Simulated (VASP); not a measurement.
The system is Li.

```xyz
1
Lattice="3.0391 0.0000 0.0000 -1.0130 2.8653 0.0000 -1.0130 -1.4327 2.4814" Properties=species:S:1:pos:R:3 pbc="T T T"
Li    0.0000    0.0000    0.0000
```

* Program: VASP 6.6.1
* Task: relaxation of cell and atoms
* Functional: LDA
* Potentials or basis: VASP PAW LDA potentials, release 64 (Li_sv)
* Cutoff: 600 eV
* k mesh: 10 × 10 × 10
* Occupations: fermi-dirac, width 0.05 eV
* Spin: no spin polarisation

At the start: pressure -1.6 GPa; volume 21.61 Å³/atom.

**Question.** How do energy, volume and symmetry change on relaxing?

**Answer.** Over 4 steps the energy falls by 16.2 meV/atom and the volume is 18.76 Å³/atom (-13.2 %); space group Im-3m (No. 229, to 0.1 Å) before and after.

The path:
```tsv
step	energy change (eV)	largest force (eV/Å)	pressure (GPa)	volume (Å³)
1	0.0000	0.0000	-1.64	21.61
2	-0.0064	0.0000	-1.35	20.92
3	-0.0159	0.0000	-0.24	19.10
4	-0.0162	0.0000	0.03	18.76
```

Final structure:
```yaml
crystal:
  lattice:
    - [2.89907, 0.00000, 0.00000]
    - [-0.96636, 2.73327, 0.00000]
    - [-0.96636, -1.36663, 2.36708]
  atoms:
    - { symbol: Li, position: [0.00000, 0.00000, 0.00000] }
```

Caveat: the cutoff is under 1.25 times the usual one of these potentials, so pressure, stress and relaxed cells hold a basis-set (Pulay) error.
